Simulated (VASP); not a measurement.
# GaAs (F-43m) in VASP: further runs, part 2 of 2

VASP 6.6.1. The steps go on from the part before.

### Step 3. Relaxation of cell and atoms, HF

This run uses another cell than the first one, of 22.59 Å³/atom.

POSCAR reads:

```
GaAs
1.0
    0.0000000000      2.8268500000      2.8268500000
    2.8268500000      0.0000000000      2.8268500000
    2.8268500000      2.8268500000      0.0000000000
As Ga
1 1
Direct
    0.7500000000      0.7500000000      0.7500000000
    0.0000000000      0.0000000000      0.0000000000
```

INCAR.step1 reads:

```
SYSTEM = GaAs
PREC     = Accurate       ! precision mode
ENCUT    = 600            ! plane-wave cutoff, eV
EDIFF    = 1E-5           ! SCF threshold, eV
ISMEAR   = -1             ! smearing method
SIGMA    = 0.05           ! smearing width, eV
LREAL    = .False.        ! projectors in reciprocal space
LASPH    = .True.         ! aspherical terms in the spheres
NELM     = 60             ! most SCF steps
ALGO     = Normal         ! electronic algorithm
LWAVE    = .True.         ! write WAVECAR
LCHARG   = .False.        ! write CHGCAR
GGA      = PE             ! functional
NBANDS   = 16             ! bands
```

INCAR.step2 reads:

```
SYSTEM = GaAs
PREC     = Accurate       ! precision mode
ENCUT    = 600            ! plane-wave cutoff, eV
EDIFF    = 1E-6           ! SCF threshold, eV
ISMEAR   = -1             ! smearing method
SIGMA    = 0.05           ! smearing width, eV
LREAL    = .False.        ! projectors in reciprocal space
LASPH    = .True.         ! aspherical terms in the spheres
NELM     = 60             ! most SCF steps
ALGO     = Normal         ! electronic algorithm
ISIF     = 3              ! what is computed and relaxed
LWAVE    = .False.        ! write WAVECAR
LCHARG   = .False.        ! write CHGCAR
GGA      = PE             ! functional
LHFCALC  = .True.         ! exact exchange
AEXX     = 1.0            ! exact-exchange fraction
ALDAC    = 0.0          
AGGAC    = 0.0          
PRECFOCK = Normal       
IBRION   = 2              ! ionic algorithm
NSW      = 60             ! ionic steps
EDIFFG   = -0.01          ! ionic threshold
ISTART   = 1
```

KPOINTS reads:

```
regular mesh
0
Gamma
  4 4 4
  0 0 0
```

Potentials or basis: VASP PAW PBE potentials, release 64 (As, Ga_d).

Launch:

```
$ cat potpaw_PBE.64/As/POTCAR potpaw_PBE.64/Ga_d/POTCAR > POTCAR
$ cp INCAR.step1 INCAR
$ mpirun -np 1 vasp_std > vasp.out
$ cp INCAR.step2 INCAR
$ mpirun -np 1 vasp_std > vasp.out
```

OUTCAR:

```text
SYSTEM = GaAs
   PREC = Accurate
   ENCUT = 600
   EDIFF = 1E-6
   ISMEAR = -1
   LREAL = .False.
   LASPH = .True.
   NELM = 60
   ISIF = 3
   GGA = PE
   LHFCALC = .True.
   AEXX = 1.0
   PRECFOCK = Normal
   IBRION = 2
   NSW = 60
   EDIFFG = -0.01
   ISTART = 1

 ion  position               nearest neighbor table
   1  0.750  0.750  0.750-   2 2.45   2 2.45   2 2.45   2 2.45
   2  0.000  0.000  0.000-   1 2.45   1 2.45   1 2.45   1 2.45

  LATTYP: Found a face centered cubic cell.
 ALAT       =     5.6537000000

  Lattice vectors:

 A1 = (   0.0000000000,   2.8268500000,   2.8268500000)
 A2 = (   2.8268500000,   0.0000000000,   2.8268500000)
 A3 = (   2.8268500000,   2.8268500000,   0.0000000000)

Analysis of symmetry for initial positions (statically):
=====================================================================
 Subroutine PRICEL returns:
 Original cell was already a primitive cell.

 Routine SETGRP: Setting up the symmetry group for a
 face centered cubic supercell.

 Subroutine GETGRP returns: Found 24 space group operations
 (whereof 24 operations were pure point group operations)
 out of a pool of 48 trial point group operations.

The static configuration has the point symmetry T_d .

Analysis of symmetry for dynamics (positions and initial velocities):
=====================================================================
 Subroutine PRICEL returns:
 Original cell was already a primitive cell.

 Routine SETGRP: Setting up the symmetry group for a
 face centered cubic supercell.

 Subroutine GETGRP returns: Found 24 space group operations
 (whereof 24 operations were pure point group operations)
 out of a pool of 48 trial point group operations.

The dynamic configuration has the point symmetry T_d .

 Subroutine INISYM returns: Found 24 space group operations
 (whereof 24 operations are pure point group operations),
 and found     1 'primitive' translations

----------------------------------------------------------------------------------------

                                     Primitive cell

  volume of cell :      45.1792

  direct lattice vectors                    reciprocal lattice vectors
     0.000000000  2.826850000  2.826850000    -0.176875321  0.176875321  0.176875321
     2.826850000  0.000000000  2.826850000     0.176875321 -0.176875321  0.176875321
     2.826850000  2.826850000  0.000000000     0.176875321  0.176875321 -0.176875321

  length of vectors
     3.997769609  3.997769609  3.997769609     0.306357042  0.306357042  0.306357042

  position of ions in fractional coordinates (direct lattice)
     0.750000000  0.750000000  0.750000000
     0.000000000  0.000000000  0.000000000

  ion indices of the primitive-cell ions
   primitive index   ion index
                 1           1
                 2           2

----------------------------------------------------------------------------------------

 KPOINTS: regular mesh

Automatic generation of k-mesh.
 Grid dimensions read from file:
 generate k-points for:    4    4    4

 Generating k-lattice:

  Cartesian coordinates                     Fractional coordinates (reciprocal lattice)
    -0.044218830  0.044218830  0.044218830     0.250000000  0.000000000  0.000000000
     0.044218830 -0.044218830  0.044218830     0.000000000  0.250000000  0.000000000
     0.044218830  0.044218830 -0.044218830     0.000000000  0.000000000  0.250000000

  Length of vectors
     0.076589260  0.076589260  0.076589260

  Shift w.r.t. Gamma in fractional coordinates (k-lattice)
     0.000000000  0.000000000  0.000000000

 Subroutine IBZKPT returns following result:
 ===========================================

 Found      8 irreducible k-points:

 Following reciprocal coordinates:
            Coordinates               Weight
  0.000000  0.000000  0.000000      1.000000
  0.250000  0.000000  0.000000      8.000000
  0.500000  0.000000  0.000000      4.000000
  0.250000  0.250000  0.000000      6.000000
  0.500000  0.250000  0.000000     24.000000
 -0.250000  0.250000  0.000000     12.000000
  0.500000  0.500000  0.000000      3.000000
 -0.250000  0.500000  0.250000      6.000000
   k-points           NKPTS =      8   k-points in BZ     NKDIM =     64   number of bands    NBANDS=     13
   number of dos      NEDOS =    301   number of ions     NIONS =      2
   total plane-waves  NPLWV =  32768
   dimension x,y,z NGX =    32 NGY =   32 NGZ =   32
   dimension x,y,z NGXF=    64 NGYF=   64 NGZF=   64
   ions per type =               1   1
   NGX,Y,Z   is equivalent  to a cutoff of  13.31, 13.31, 13.31 a.u.
   NGXF,Y,Z  is equivalent  to a cutoff of  26.61, 26.61, 26.61 a.u.
 SYSTEM =  GaAs
   PREC   = accura    normal or accurate (medium, high low for compatibility)
   ISTART =      1    job   : 0-new  1-cont  2-samecut
   ICHARG =      0    charge: 1-file 2-atom 10-const
   ISPIN  =      1    spin polarized calculation?
   LNONCOLLINEAR =      F non collinear calculations
   LSORBIT =      F    spin-orbit coupling
   LASPH  =      T    aspherical Exc in radial PAW
   ENCUT  =  600.0 eV  44.10 Ry    6.64 a.u.   7.98  7.98  7.98*2*pi/ulx,y,z
   NELM   =     60;   NELMIN=  2; NELMDL=  0     # of ELM steps
   EDIFF  = 0.1E-05   stopping-criterion for ELM
   LREAL  =      F    real-space projection
   EDIFFG = -.1E-01   stopping-criterion for IOM
   NSW    =     60    number of steps for IOM
   IBRION =      2    ionic relax: 0-MD 1-quasi-New 2-CG
   NFREE  =      1    steps in history (QN), initial steepest desc. (CG)
   ISIF   =      3    stress and relaxation
   ISYM   =      3    0-nonsym 1-usesym 2-fastsym
   POTIM  = 0.5000    time-step for ionic-motion
   TEBEG  =    0.0;   TEEND  =   0.0 temperature during run
   PSTRESS=    0.0 pullay stress
   NELECT =      18.0000    total number of electrons
   NUPDOWN=      -1.0000    fix difference up-down
   EMIN   =  10.00;   EMAX   =-10.00  energy-range for DOS
   EFERMI =   0.00;   METHOD = LEGACY
   ISMEAR =    -1;   SIGMA  =   0.05  broadening in eV -4-tet -1-fermi 0-gaus
   EFERMI_NEDOS =   21; number of points for ismear=-14 and -15
   IALGO  =     38    algorithm
   IMIX   =      1    mixing-type and parameters
     AMIX     =   0.40;   BMIX     =  1.00
     AMIX_MAG =   1.60;   BMIX_MAG =  1.00
  volume/ion in A,a.u.               =      22.59       152.44
  Fermi-wavevector in a.u.,A,eV,Ry     =   1.204628  2.276417 19.743799  1.451128
  Thomas-Fermi vector in A             =   2.340347
   LORBIT       =      0    0 simple, 1 ext, 2 COOP (PROOUT), +10 PAW based schemes
   GGA     = PE    functional components
   LHFCALC =     T    Hartree Fock is set to
   PRECFOCK=normal    Normal, Fast or Accurate (Low or Medium for compatibility)
   ENCUT4O =  -1.0   cutoff for four orbital integrals eV
   NKREDX  =     1    reduce k-point grid by
   NKREDY  =     1    reduce k-point grid by
   NKREDZ  =     1    reduce k-point grid by
   AEXX    =    1.0000 exact exchange contribution
   HFSCREEN=    0.0000 screening length (either q_TF or 0.3 A-1)
   HFSCREENC=   0.0000 screening length for correlation (either q_TF or 0.3 A-1)
   ENCUTFOCK=  -1.0 apply spherical cutoff to Coloumb kernel
   IVDW    =     0    specifies the selected vdW correction
   LEPSILON=     F    determine dielectric tensor
   LRPA    =     F    only Hartree local field effects (RPA)
 conjugate gradient relaxation of ions
 non-spin polarized calculation
  energy-cutoff  :      600.00
  volume of cell :       45.18
 maximum number of plane-waves:      1540
  NGX = 24; NGY = 24; NGZ = 24

--------------------------------------- Ionic step        1  -------------------------------------------

 number of electron      18.0000011 magnetization

 Free energy of the ion-electron system (eV)
  ---------------------------------------------------
  ext. energy  EPLUGINS =         0.00000000
  ---------------------------------------------------
  free energy    TOTEN  =       -16.34643270 eV

  energy without entropy =      -16.34643270  energy(sigma->0) =      -16.34643270

------------------------ aborting loop because EDIFF is reached ----------------------------------------

  FORCE on cell =-STRESS in cart. coord.  units (eV):
  Direction    XX          YY          ZZ          XY          YZ          ZX
  --------------------------------------------------------------------------------------
  -------------------------------------------------------------------------------------
  Total        0.9670967      0.9670967      0.9670967      0.0000000      0.0000000     -0.0000000
  in kB       34.2958998     34.2958998     34.2958998      0.0000000      0.0000000     -0.0000000
  external PRESSURE =      34.2958998 kB  Pullay stress =       0.0000000 kB
[... 201 lines left out ...]
  energy  without entropy=      -16.3647625007  energy(sigma->0) =      -16.36476250

--------------------------------------- Ionic step        7  -------------------------------------------

 number of electron      18.0000001 magnetization

 Free energy of the ion-electron system (eV)
  ---------------------------------------------------
  ext. energy  EPLUGINS =         0.00000000
  ---------------------------------------------------
  free energy    TOTEN  =       -16.36475804 eV

  energy without entropy =      -16.36475804  energy(sigma->0) =      -16.36475804

 E-fermi :   2.5742     XC(G=0):   0.0000

 val. band max:        1.4704848989   @ k =   0.0000   0.0000   0.0000
 cond. band min:       8.9474313644   @ k =   0.0000   0.0000   0.0000
 fundamental gap:      7.4769464655
 Fermi energy:         2.5741702339

 k-point     1 :       0.0000    0.0000    0.0000
  band No.  band energies     occupation
      1     -23.5375      2.00000
      2     -23.5375      2.00000
      3     -23.5375      2.00000
      4     -23.4458      2.00000
      5     -23.4458      2.00000
      6     -15.7209      2.00000
      7       1.4705      2.00000
      8       1.4705      2.00000
      9       1.4705      2.00000
     10       8.9474      0.00000
     11      11.9191      0.00000
     12      11.9191      0.00000
     13      11.9191      0.00000
[... 139 lines left out ...]
  FREE ENERGIE OF THE ION-ELECTRON SYSTEM (eV)
  ---------------------------------------------------
  free  energy   TOTEN  =       -16.3647580399 eV

  energy  without entropy=      -16.3647580399  energy(sigma->0) =      -16.36475804

 reached required accuracy - stopping structural energy minimisation
```

Wall time 32 min (1 thread of AMD EPYC 9R45 (Zen 5), shared host); peak memory 0.18 GiB.

Results:

- Free energy: -16.3648 eV
- Relaxed volume: 23.46 Å³/atom
- Relaxed cell: a = 4.049 Å, b = 4.049 Å, c = 4.049 Å, α = 60.00°, β = 60.00°, γ = 60.00°
- Space group after relaxing (to 0.1 Å): F-43m (No. 216)
- Energy gained by relaxing: 9.2 meV/atom
- Ionic steps: 7
- Pressure after relaxing: 0.1 GPa
- Band gap on the k mesh: 7.48 eV

The path:
```csv
step,energy change (eV),largest force (eV/Å),pressure (GPa),volume (Å³)
1,0.0000,0.0000,3.43,45.18
2,-0.0073,0.0000,-2.37,48.42
3,-0.0183,0.0000,0.12,46.96
4,-0.0183,0.0000,-0.20,47.03
5,-0.0183,0.0000,0.24,46.85
6,-0.0183,0.0000,-0.07,46.95
7,-0.0183,0.0000,0.07,46.93
```

Final structure:
```
As Ga
1.0
     0.00000    2.86281    2.86281
     2.86281    0.00000    2.86281
     2.86281    2.86281    0.00000
As Ga
1 1
Direct
  0.75000 0.75000 0.75000
  0.00000 0.00000 0.00000
```

Caveat: the k points lie up to 0.48 Å⁻¹ apart in the final cell; the PAW data sets were made with another functional, which shifts forces and pressure a little. A k mesh can miss the band edges.

### Step 4. Single point, r2SCAN50

This run uses another cell than the first one, of 21.23 Å³/atom.

POSCAR reads:

```
GaAs
1.0
    0.0000000000      2.7691429914      2.7691429914
    2.7691429914      0.0000000000      2.7691429914
    2.7691429914      2.7691429914      0.0000000000
As Ga
1 1
Direct
    0.7500000000      0.7500000000      0.7500000000
    0.0000000000      0.0000000000      0.0000000000
```

INCAR.step1 reads:

```
ALGO = Normal
EDIFF = 1E-5
ENCUT = 520
GGA = PE
ISIF = 2
ISMEAR = -1
LASPH = True
LCHARG = False
LREAL = False
LWAVE = True
NBANDS = 16
NELM = 80
PREC = Accurate
SIGMA = 0.05
```

INCAR.step2 reads:

```
AEXX = 0.5
ALGO = Normal
EDIFF = 1E-7
ENCUT = 520
ISIF = 2
ISMEAR = -1
ISTART = 1
LASPH = True
LCHARG = False
LHFCALC = True
LMIXTAU = True
LREAL = False
LWAVE = False
METAGGA = R2SCAN
NBANDS = 16
NELM = 80
PREC = Accurate
PRECFOCK = Normal
SIGMA = 0.05
```

KPOINTS reads:

```
k-points
0
Gamma
  4 4 4
```

Launch:

```
$ cat potpaw_PBE.64/As/POTCAR potpaw_PBE.64/Ga_d/POTCAR > POTCAR
$ cp INCAR.step1 INCAR
$ mpirun -np 1 vasp_std > vasp.out
$ cp INCAR.step2 INCAR
$ mpirun -np 1 vasp_std > vasp.out
```

Run time: 5.6 min. Hardware: 1 thread of Intel Xeon Platinum 8488C (Sapphire Rapids), shared host; peak memory 0.18 GiB.

The run converged. Its results:

- Free energy: -23.2695 eV
- Pressure: 3.5 GPa
- Band gap on the k mesh: 4.16 eV (least direct gap 4.54 eV)

Levels at points of the mesh, in eV from the valence-band top:
```tsv
k point	band 6	band 7	band 8	band 9	band 10	band 11	band 12	band 13
(0.00, 0.00, 0.00)	-15.93	0.00	0.00	0.00	4.54	7.00	7.00	7.00
(0.50, 0.00, 0.00)	-13.61	-8.29	-1.45	-1.45	4.40	7.95	7.95	11.29
(0.50, 0.50, 0.00)	-12.61	-8.38	-3.44	-3.44	4.16	4.60	15.17	15.17
```

Caveat: the k points lie up to 0.49 Å⁻¹ apart; the PAW data sets were made with another functional, which shifts forces and pressure a little. A k mesh can miss the band edges.

### Step 5. Single point, r2SCAN50

This run uses another cell than the first one, of 21.69 Å³/atom.

POSCAR reads:

```
GaAs
1.0
    0.0000000000      2.7886446409      2.7886446409
    2.7886446409      0.0000000000      2.7886446409
    2.7886446409      2.7886446409      0.0000000000
As Ga
1 1
Direct
    0.7500000000      0.7500000000      0.7500000000
    0.0000000000      0.0000000000      0.0000000000
```

INCAR.step1 reads:

```
PREC = Accurate
ENCUT = 520
EDIFF = 1E-5
ISMEAR = -1
SIGMA = 0.05
LREAL = False
LASPH = True
NELM = 80
ALGO = Normal
ISIF = 2
LWAVE = True
LCHARG = False
GGA = PE
NBANDS = 16
```

INCAR.step2 reads:

```
PREC = Accurate
ENCUT = 520
EDIFF = 1E-6
ISMEAR = -1
SIGMA = 0.05
LREAL = False
LASPH = True
NELM = 80
ALGO = Normal
ISIF = 2
LWAVE = False
LCHARG = False
METAGGA = R2SCAN
LHFCALC = True
AEXX = 0.5
LMIXTAU = True
PRECFOCK = Normal
ISTART = 1
NBANDS = 16
```

KPOINTS reads:

```
regular mesh
0
Gamma
  4 4 4
```

Launch:

```
$ cat potpaw_PBE.64/As/POTCAR potpaw_PBE.64/Ga_d/POTCAR > POTCAR
$ cp INCAR.step1 INCAR
$ mpirun -np 1 vasp_std > vasp.out
$ cp INCAR.step2 INCAR
$ mpirun -np 1 vasp_std > vasp.out
```

It took 4.9 min on 1 thread of Intel Xeon Platinum 8488C (Sapphire Rapids), shared host; peak memory 0.18 GiB.

It converged, with:

```
Free energy            : -23.2835 eV
Pressure               : 1.5 GPa
Band gap on the k mesh : 4.19 eV (least direct gap 4.34 eV)
```

Levels at points of the mesh, in eV from the valence-band top:
```
           k point  band 6  band 7  band 8  band 9  band 10  band 11  band 12  band 13
(0.00, 0.00, 0.00)  -15.75    0.00    0.00    0.00     4.34     6.99     6.99     6.99
(0.50, 0.00, 0.00)  -13.51   -8.15   -1.41   -1.41     4.31     7.94     7.94    11.25
(0.50, 0.50, 0.00)  -12.53   -8.26   -3.35   -3.35     4.19     4.60    14.97    14.97
```

Caveat: the k points lie up to 0.49 Å⁻¹ apart; the PAW data sets were made with another functional, which shifts forces and pressure a little. A k mesh can miss the band edges.

### Step 6. Summary

```tsv
task	level	cell	cutoff (eV)	share of exact exchange	gap on the mesh (eV)	pressure (GPa)
single point	HF	a = 4.074 Å, angles 60.0°, 2 atoms	520	1	7.26	-1.4
relaxation of cell and atoms	HF	relaxed from a = 3.998 Å, angles 60.0°, 2 atoms	600	1	7.48	0.1
single point	r2SCAN50	a = 3.916 Å, angles 60.0°, 2 atoms	520	0.5	4.16	3.5
single point	r2SCAN50	a = 3.944 Å, angles 60.0°, 2 atoms	520	0.5	4.19	1.5
```

Alike in all rows: potentials or basis VASP PAW PBE potentials, release 64 (As, Ga_d); no spin polarisation; k mesh 4 × 4 × 4; smearing fermi-dirac 0.05 eV.

Caveats: all runs use coarse meshes; the PAW data sets were made with another functional, which shifts forces and pressure a little.

Total energies depend on the potentials used, so only differences within one code and one set of settings carry meaning.
